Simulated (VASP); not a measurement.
# TaN (P6/mmm) in VASP: further runs, part 2 of 2

VASP 6.6.1. The steps go on from the part before.

## (5) Single point, PBEsol

This run uses another cell than the first one, of 11.31 Å³/atom, 1.136 times its volume.

INCAR reads:

```
PREC = Accurate
ENCUT = 520
EDIFF = 1E-6
ISMEAR = 1
SIGMA = 0.15
LREAL = False
LASPH = True
NELM = 60
ALGO = Normal
ISIF = 2
LWAVE = False
LCHARG = False
GGA = PS
NBANDS = 33
```

KPOINTS reads:

```
Automatic mesh
0
Gamma
  5 5 8
```

POSCAR reads:

```
TaN
1.0
    5.1910000000      0.0000000000      0.0000000000
   -2.5955000000      4.4955380000      0.0000000000
    0.0000000000      0.0000000000      2.9080000000
Ta N
3 3
Direct
    0.0000000000      0.0000000000      0.0000000000
    0.3333333333      0.6666666667      0.5000000000
    0.6666666667      0.3333333333      0.5000000000
    0.5000000000      0.0000000000      0.0000000000
    0.5000000000      0.5000000000      0.0000000000
    0.0000000000      0.5000000000      0.0000000000
```

Potentials or basis: VASP PAW PBE potentials, release 64 (Ta_pv, N).

Command:

```sh
cat potpaw_PBE.64/Ta_pv/POTCAR potpaw_PBE.64/N/POTCAR > POTCAR
mpirun -np 1 vasp_std > vasp.out
```

OUTCAR:

```text
PREC = Accurate
   ENCUT = 520
   EDIFF = 1E-6
   ISMEAR = 1
   LREAL = False
   LASPH = True
   NELM = 60
   ISIF = 2
   GGA = PS

 ion  position               nearest neighbor table
   1  0.000  0.000  0.000-   4 2.60   4 2.60   6 2.60   6 2.60   5 2.60   5 2.60   3 3.33   3 3.33
                             2 3.33   2 3.33   2 3.33   3 3.33   2 3.33   3 3.33   2 3.33   3 3.33
   2  0.333  0.667  0.500-   6 2.09   6 2.09   5 2.09   5 2.09   4 2.09   4 2.09   3 3.00   3 3.00
                             3 3.00   1 3.33   1 3.33   1 3.33   1 3.33   1 3.33   1 3.33
   3  0.667  0.333  0.500-   6 2.09   6 2.09   5 2.09   5 2.09   4 2.09   4 2.09   2 3.00   2 3.00
                             2 3.00   1 3.33   1 3.33   1 3.33   1 3.33   1 3.33   1 3.33
   4  0.500  0.000  0.000-   2 2.09   3 2.09   2 2.09   3 2.09   1 2.60   1 2.60
   5  0.500  0.500  0.000-   2 2.09   3 2.09   2 2.09   3 2.09   1 2.60   1 2.60
   6  0.000  0.500  0.000-   2 2.09   3 2.09   2 2.09   3 2.09   1 2.60   1 2.60

  LATTYP: Found a hexagonal cell.
 ALAT       =     5.1910000000
 C/A-ratio  =     0.5602003468

  Lattice vectors:

 A1 = (   5.1910000000,   0.0000000000,   0.0000000000)
 A2 = (  -2.5955000000,   4.4955380000,   0.0000000000)
 A3 = (   0.0000000000,   0.0000000000,   2.9080000000)

Analysis of symmetry for initial positions (statically):
=====================================================================
 Subroutine PRICEL returns:
 Original cell was already a primitive cell.

 Routine SETGRP: Setting up the symmetry group for a
 hexagonal supercell.

 Subroutine GETGRP returns: Found 24 space group operations
 (whereof 24 operations were pure point group operations)
 out of a pool of 24 trial point group operations.

The static configuration has the point symmetry D_6h.

Analysis of symmetry for dynamics (positions and initial velocities):
=====================================================================
 Subroutine PRICEL returns:
 Original cell was already a primitive cell.
[... 138 lines left out ...]
  Thomas-Fermi vector in A             =   2.575295
   LORBIT       =      0    0 simple, 1 ext, 2 COOP (PROOUT), +10 PAW based schemes
   GGA     = PS    functional components
   LHFCALC =     F    Hartree Fock is set to
   AEXX    =    0.0000 exact exchange contribution
   IVDW    =     0    specifies the selected vdW correction
   LEPSILON=     F    determine dielectric tensor
   LRPA    =     F    only Hartree local field effects (RPA)
 non-spin polarized calculation
 Methfessel and Paxton  Order N= 1 SIGMA  =   0.15
  energy-cutoff  :      520.00
  volume of cell :       67.86
 maximum number of plane-waves:      1858
 NGX is ok and might be reduce to    40
   NGX = 19   NGY = 19   NGZ = 11

 number of electron      47.9999999 magnetization

 Free energy of the ion-electron system (eV)
  ---------------------------------------------------
  ext. energy  EPLUGINS =         0.00000000
  ---------------------------------------------------
  free energy    TOTEN  =       -68.71481925 eV

  energy without entropy =      -68.71184133  energy(sigma->0) =      -68.71382661

 E-fermi :   8.0494     XC(G=0): -13.1949

 val. band max:        8.0256677452   @ k =   0.0000   0.0000   0.3750
 cond. band min:       8.0886069888   @ k =   0.2000   0.0000   0.2500
 fundamental gap:      0.0629392436
 Fermi energy:         8.0494321903

 k-point     1 :       0.0000    0.0000    0.0000
  band No.  band energies     occupation
      1     -28.1082      2.00000
      2     -28.1082      2.00000
      3     -27.7161      2.00000
      4     -27.7161      2.00000
      5     -27.4981      2.00000
      6     -27.3813      2.00000
[... 853 lines left out ...]
     32      11.9863      0.00000
     33      13.3947      0.00000

 [... further k-points ...]

------------------------ aborting loop because EDIFF is reached ----------------------------------------

  FORCE on cell =-STRESS in cart. coord.  units (eV):
  Direction    XX          YY          ZZ          XY          YZ          ZX
  --------------------------------------------------------------------------------------
  -------------------------------------------------------------------------------------
  Total        0.7729569      0.7729569      0.7549074      0.0000000     -0.0000000     -0.0000000
  in kB       18.2489864     18.2489875     17.8228503      0.0000000     -0.0000000     -0.0000000
  external PRESSURE =      18.1069414 kB  Pullay stress =       0.0000000 kB

 VOLUME and BASIS-vectors are now :
 -----------------------------------------------------------------------------
  energy-cutoff  :      520.00
  volume of cell :       67.86
      direct lattice vectors                 reciprocal lattice vectors
     5.191000000  0.000000000  0.000000000     0.192641110  0.111221393  0.000000000
    -2.595500000  4.495538000  0.000000000     0.000000000  0.222442787  0.000000000
     0.000000000  0.000000000  2.908000000     0.000000000  0.000000000  0.343878955

 POSITION                                       TOTAL-FORCE (eV/Angst)
 -----------------------------------------------------------------------------------
      0.00000      0.00000      0.00000        -0.000000      0.000000      0.000000
     -0.00000      2.99703      1.45400         0.000000     -0.000000     -0.000000
      2.59550      1.49851      1.45400         0.000000      0.000000      0.000000
      2.59550      0.00000      0.00000        -0.000000      0.000000      0.000000
      1.29775      2.24777      0.00000        -0.000000      0.000000      0.000000
     -1.29775      2.24777      0.00000        -0.000000      0.000000      0.000000
 -----------------------------------------------------------------------------------
    total drift:                               -0.000000      0.000000     -0.000000

  FREE ENERGIE OF THE ION-ELECTRON SYSTEM (eV)
  ---------------------------------------------------
  free  energy   TOTEN  =       -68.7148192498 eV

  energy  without entropy=      -68.7118413299  energy(sigma->0) =      -68.71382661
```

Wall time 54 s (1 thread of Intel Xeon 6975P-C, shared host); peak memory 0.21 GiB.

What came out:

- Free energy: -68.7148 eV
- Pressure: 1.8 GPa
- Band gap on the k mesh: zero (band 24 reaches 8.91 eV, above the bottom of band 25 at 6.76 eV)

Levels at points of the mesh, in eV from the Fermi level:
| k point | band 22 | band 23 | band 24 | band 25 | band 26 | band 27 |
| --- | --- | --- | --- | --- | --- | --- |
| (0.00, 0.00, 0.00) | -2.51 | -2.10 | -1.29 | -1.29 | 0.78 | 0.78 |
| (0.00, 0.00, 0.50) | -3.11 | -1.92 | 0.86 | 0.86 | 1.47 | 1.72 |

Caveat: the PAW data sets were made with another functional, which shifts forces and pressure a little; spin-orbit coupling is left out, which moves the levels of the heavy elements.

## (6) The runs side by side

| cell | gap on the mesh (eV) | pressure (GPa) |
| --- | --- | --- |
| a = 4.974, b = 4.974, c = 2.787 Å, angles 90.0, 90.0, 120.0°, 6 atoms | none | 57.5 |
| a = 5.049, b = 5.049, c = 2.828 Å, angles 90.0, 90.0, 120.0°, 6 atoms | none | 34.8 |
| a = 5.121, b = 5.121, c = 2.869 Å, angles 90.0, 90.0, 120.0°, 6 atoms | none | 16.6 |
| a = 5.191, b = 5.191, c = 2.908 Å, angles 90.0, 90.0, 120.0°, 6 atoms | none | 1.8 |

Alike in all rows: task single point; level PBEsol; potentials or basis VASP PAW PBE potentials, release 64 (Ta_pv, N); no spin polarisation; k mesh 5 × 5 × 8; cutoff (eV) 520; smearing methfessel-paxton 0.15 eV.

Caveats: the PAW data sets were made with another functional, which shifts forces and pressure a little; spin-orbit coupling is left out, which moves the levels of the heavy elements.

Total energies depend on the potentials used, so only differences within one code and one set of settings carry meaning.
